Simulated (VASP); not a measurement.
# Ge (Fd-3m) in VASP: settings compared, part 2 of 2

VASP 6.6.1. Earlier steps stand in the parts before.

## (3) Relaxation of cell and atoms, LDA

Input file INCAR:

```
SYSTEM = Ge
PREC = Accurate
ENCUT = 600
EDIFF = 1E-6
ISMEAR = -1
SIGMA = 0.05
LREAL = .False.
LASPH = .True.
NELM = 100
ALGO = Normal
ISIF = 3
LWAVE = .False.
LCHARG = .False.
IBRION = 2
NSW = 80
EDIFFG = -0.005
```

Input file KPOINTS:

```
Automatic mesh
0
Gamma
  8 8 8
  0 0 0
```

Input file POSCAR:

```
Ge
1.0
    0.0000000000      2.8289100000      2.8289100000
    2.8289100000      0.0000000000      2.8289100000
    2.8289100000      2.8289100000      0.0000000000
Ge
2
Direct
    0.7500000000      0.7500000000      0.7500000000
    0.5000000000      0.5000000000      0.5000000000
```

Potentials or basis: VASP PAW LDA potentials, release 64 (Ge_d).

On the command line:

```sh
$ cat potpaw_LDA.64/Ge_d/POTCAR > POTCAR
$ mpirun -np 1 vasp_std > vasp.out
```

It took 23 s on 1 thread of Intel Xeon 6975P-C (Granite Rapids), shared host; peak memory 0.16 GiB.

Results (log left out):

* Free energy: -10.3810 eV
* Relaxed volume: 22.25 Å³/atom
* Relaxed cell: a = 3.978 Å, b = 3.978 Å, c = 3.978 Å, α = 60.00°, β = 60.00°, γ = 60.00°
* Space group after relaxing (to 0.05 Å): Fd-3m (No. 227)
* Energy gained by relaxing: 1.4 meV/atom
* Ionic steps: 4
* Pressure after relaxing: 0.0 GPa

Step by step:
```csv
step,energy change (eV),largest force (eV/Å),pressure (GPa),volume (Å³)
1,0.0000,0.0000,-1.10,45.28
2,-0.0025,0.0000,0.22,44.27
3,-0.0028,0.0000,0.04,44.47
4,-0.0028,0.0000,-0.03,44.50
```

Final structure:
```cif
data_structure
_symmetry_space_group_name_H-M 'P 1'
_symmetry_Int_Tables_number 1
_cell_length_a 3.9775
_cell_length_b 3.9775
_cell_length_c 3.9775
_cell_angle_alpha 60.000
_cell_angle_beta 60.000
_cell_angle_gamma 60.000
_cell_volume 44.50
loop_
_atom_site_label
_atom_site_type_symbol
_atom_site_fract_x
_atom_site_fract_y
_atom_site_fract_z
_atom_site_occupancy
Ge1 Ge 0.75000 0.75000 0.75000 1
Ge2 Ge 0.50000 0.50000 0.50000 1
```

Levels at points of the mesh, in eV from the Fermi level:
```
           k point  band 12  band 13  band 14  band 15  band 16  band 17
(0.00, 0.00, 0.00)    -0.02    -0.02    -0.02    -0.01     2.51     2.51
(0.50, 0.00, 0.00)    -7.74    -1.46    -1.46     0.09     3.70     3.70
(0.50, 0.50, 0.00)    -9.01    -3.16    -3.16     0.62     0.62     9.53
```

## (4) Single point, LDA (volume scaled by 0.94)

Input file INCAR:

```
SYSTEM = Ge
PREC = Accurate
ENCUT = 520
EDIFF = 1E-6
ISMEAR = -1
SIGMA = 0.05
LREAL = .False.
LASPH = .True.
NELM = 80
ALGO = Normal
ISIF = 2
LWAVE = .False.
LCHARG = .True.
LELF = .True.
LVHAR = .True.
NBANDS = 21
```

Input file KPOINTS:

```
regular mesh
0
Gamma
  8 8 8
  0 0 0
```

Input file POSCAR:

```
Ge
1.0
    0.0000000000      2.7711609388      2.7711609388
    2.7711609388      0.0000000000      2.7711609388
    2.7711609388      2.7711609388      0.0000000000
Ge
2
Direct
    0.7500000000      0.7500000000      0.7500000000
    0.5000000000      0.5000000000      0.5000000000
```

On the command line:

```sh
$ cat potpaw_LDA.64/Ge_d/POTCAR > POTCAR
$ mpirun -np 1 vasp_std > vasp.out
```

Wall time 14 s (1 thread of Intel Xeon 6975P-C (Granite Rapids), shared host); peak memory 0.15 GiB.

It converged, with:

```
Free energy            : -10.3601 eV
Pressure               : 3.7 GPa
Band gap on the k mesh : 0.26 eV, indirect (least direct gap 0.43 eV)
```

Levels at points of the mesh, in eV from the valence-band top:
```
           k point  band 10  band 11  band 12  band 13  band 14  band 15  band 16  band 17  band 18  band 19
(0.00, 0.00, 0.00)   -24.73   -13.29     0.00     0.00     0.00     0.43     2.55     2.55     2.55     6.36
(0.50, 0.00, 0.00)   -24.70   -11.05    -7.94    -1.50    -1.50     0.26     3.75     3.75     7.00    10.81
(0.50, 0.50, 0.00)   -24.69    -9.17    -9.17    -3.30    -3.30     0.58     0.58     9.93     9.93    12.07
```

Caveat: the cell differs from its parent crystal (volume scaled by 0.94).

## (5) Single point, LDA (volume scaled by 0.96)

Input file INCAR:

```
SYSTEM = Ge
PREC = Accurate ; ENCUT = 520
EDIFF = 1E-7 ; ISMEAR = -1
SIGMA = 0.05 ; LREAL = .False.
LASPH = .True. ; NELM = 100
ALGO = Normal ; ISIF = 2
LWAVE = .False. ; LCHARG = .True.
LELF = .True. ; LVHAR = .True.
NBANDS = 21
```

KPOINTS is that of step 4.

Input file POSCAR:

```
Ge
1.0
    0.0000000000      2.7906767997      2.7906767997
    2.7906767997      0.0000000000      2.7906767997
    2.7906767997      2.7906767997      0.0000000000
Ge
2
Direct
    0.7500000000      0.7500000000      0.7500000000
    0.5000000000      0.5000000000      0.5000000000
```

On the command line:

```sh
$ cat potpaw_LDA.64/Ge_d/POTCAR > POTCAR
$ mpirun -np 1 vasp_std > vasp.out
```

It took 16 s on 1 thread of Intel Xeon 6975P-C (Granite Rapids), shared host; peak memory 0.15 GiB.

The run converged. Its results:

| Item | Value |
| --- | --- |
| Free energy | -10.3751 eV |
| Pressure | 1.7 GPa |
| Band gap on the k mesh | 0.19 eV, indirect (least direct gap 0.23 eV) |

Levels at points of the mesh, in eV from the valence-band top:
| k point | band 11 | band 12 | band 13 | band 14 | band 15 | band 16 | band 17 | band 18 |
| --- | --- | --- | --- | --- | --- | --- | --- | --- |
| (0.00, 0.00, 0.00) | -13.12 | 0.00 | 0.00 | 0.00 | 0.23 | 2.54 | 2.54 | 2.54 |
| (0.50, 0.00, 0.00) | -10.93 | -7.83 | -1.47 | -1.47 | 0.19 | 3.74 | 3.74 | 6.99 |
| (0.50, 0.50, 0.00) | -9.08 | -9.08 | -3.22 | -3.22 | 0.61 | 0.61 | 9.75 | 9.75 |

Caveat: the cell differs from its parent crystal (volume scaled by 0.96). A k mesh can miss the band edges.

## (6) Single point, LDA (volume scaled by 0.98)

Input file INCAR:

```
SYSTEM = Ge
  PREC = Accurate
  ENCUT = 520
  EDIFF = 1E-7
  ISMEAR = -1
  SIGMA = 0.05
  LREAL = .FALSE.
  LASPH = .TRUE.
  NELM = 60
  ALGO = Normal
  ISIF = 2
  LWAVE = .FALSE.
  LCHARG = .TRUE.
  LELF = .TRUE.
  LVHAR = .TRUE.
  NBANDS = 21
```

Input file KPOINTS:

```
Automatic mesh
0
G
  8 8 8
  0 0 0
```

Input file POSCAR:

```
Ge
1.0
    0.0000000000      2.8099234548      2.8099234548
    2.8099234548      0.0000000000      2.8099234548
    2.8099234548      2.8099234548      0.0000000000
Ge
2
Direct
    0.7500000000      0.7500000000      0.7500000000
    0.5000000000      0.5000000000      0.5000000000
```

Potentials or basis: VASP PAW LDA potentials, release 64 (Ge_d).

On the command line:

```sh
$ cat potpaw_LDA.64/Ge_d/POTCAR > POTCAR
$ mpirun -np 1 vasp_std > vasp.out
```

OUTCAR:

```text
SYSTEM = Ge
   PREC = Accurate
   ENCUT = 520
   EDIFF = 1E-7
   ISMEAR = -1
   LREAL = .FALSE.
   LASPH = .TRUE.
   NELM = 60
   ISIF = 2

 ion  position               nearest neighbor table
   1  0.750  0.750  0.750-   2 2.43   2 2.43   2 2.43   2 2.43
   2  0.500  0.500  0.500-   1 2.43   1 2.43   1 2.43   1 2.43

  LATTYP: Found a face centered cubic cell.
 ALAT       =     5.6198469096

  Lattice vectors:

 A1 = (   0.0000000000,   2.8099234548,   2.8099234548)
[... 763 lines left out ...]

------------------------ aborting loop because EDIFF is reached ----------------------------------------

  FORCE on cell =-STRESS in cart. coord.  units (eV):
  Direction    XX          YY          ZZ          XY          YZ          ZX
  --------------------------------------------------------------------------------------
  -------------------------------------------------------------------------------------
  Total        0.0770064      0.0770064      0.0770064      0.0000000     -0.0000000      0.0000000
  in kB        2.7805068      2.7805068      2.7805068      0.0000000     -0.0000000      0.0000000
  external PRESSURE =       2.7805068 kB  Pullay stress =       0.0000000 kB

 VOLUME and BASIS-vectors are now :
 -----------------------------------------------------------------------------
  energy-cutoff  :      520.00
  volume of cell :       44.37
      direct lattice vectors                 reciprocal lattice vectors
     0.000000000  2.809923455  2.809923455    -0.177940790  0.177940790  0.177940790
     2.809923455  0.000000000  2.809923455     0.177940790 -0.177940790  0.177940790
     2.809923455  2.809923455  0.000000000     0.177940790  0.177940790 -0.177940790

 POSITION                                       TOTAL-FORCE (eV/Angst)
 -----------------------------------------------------------------------------------
      4.21489      4.21489      4.21489        -0.000000     -0.000000     -0.000000
      2.80992      2.80992      2.80992         0.000000      0.000000      0.000000
 -----------------------------------------------------------------------------------
    total drift:                                0.000000     -0.000000     -0.000000

  FREE ENERGIE OF THE ION-ELECTRON SYSTEM (eV)
  ---------------------------------------------------
  free  energy   TOTEN  =       -10.3806715775 eV

  energy  without entropy=      -10.3797476462  energy(sigma->0) =      -10.38020961
```

stdout:

```text
POSCAR found type information on POSCAR Ge
 POSCAR found :  1 types and       2 ions
 scaLAPACK will be used
 LDA part: xc-table for (Slater(with rela. corr.)+CA(PZ))
 , standard interpolation
 POSCAR, INCAR and KPOINTS ok, starting setup
 FFT: planning ... GRIDC
 FFT: planning ... GRID_SOFT
 FFT: planning ... GRID
 WAVECAR not read
 entering main loop
```

Run time: 14 s. Hardware: 1 thread of Intel Xeon 6975P-C (Granite Rapids), shared host; peak memory 0.15 GiB.

What came out:

| Quantity | Value |
| --- | --- |
| Free energy | -10.3807 eV |
| Pressure | 0.3 GPa |

Levels at points of the mesh, in eV from the Fermi level:
```
           k point  band 12  band 13  band 14  band 15  band 16  band 17
(0.00, 0.00, 0.00)    -0.03    -0.03    -0.03     0.01     2.50     2.50
(0.50, 0.00, 0.00)    -7.76    -1.47    -1.47     0.10     3.70     3.70
(0.50, 0.50, 0.00)    -9.03    -3.18    -3.18     0.61     0.61     9.55
```

Caveat: the cell differs from its parent crystal (volume scaled by 0.98).

## (7) Summary

```csv
task,level,potentials or basis,cell,cutoff (eV),smearing,gap on the mesh (eV),pressure (GPa)
single point,PBE,"VASP PAW PBE potentials, release 64 (Ge_d)","a = 4.001 Å, angles 60.0°, 2 atoms",520,gaussian 0.014 eV,0.03,3.5
relaxation of cell and atoms,LDA,"VASP PAW LDA potentials, release 64 (Ge_d)","relaxed from a = 4.001 Å, angles 60.0°, 2 atoms",600,fermi-dirac 0.05 eV,-,0.0
single point,LDA,"VASP PAW LDA potentials, release 64 (Ge_d)","a = 3.919 Å, angles 60.0°, 2 atoms",520,fermi-dirac 0.05 eV,0.26,3.7
single point,LDA,"VASP PAW LDA potentials, release 64 (Ge_d)","a = 3.947 Å, angles 60.0°, 2 atoms",520,fermi-dirac 0.05 eV,0.19,1.7
single point,LDA,"VASP PAW LDA potentials, release 64 (Ge_d)","a = 3.974 Å, angles 60.0°, 2 atoms",520,fermi-dirac 0.05 eV,-,0.3
```

Alike in all rows: no spin polarisation; k mesh 8 × 8 × 8.

Total energies depend on the potentials used, so only differences within one code and one set of settings carry meaning.

## (8) Against experiment

Step 3. The cell as given is a measured one (22.64 Å³/atom); LDA puts the equilibrium volume -1.7 % from it, thermal expansion not counted.
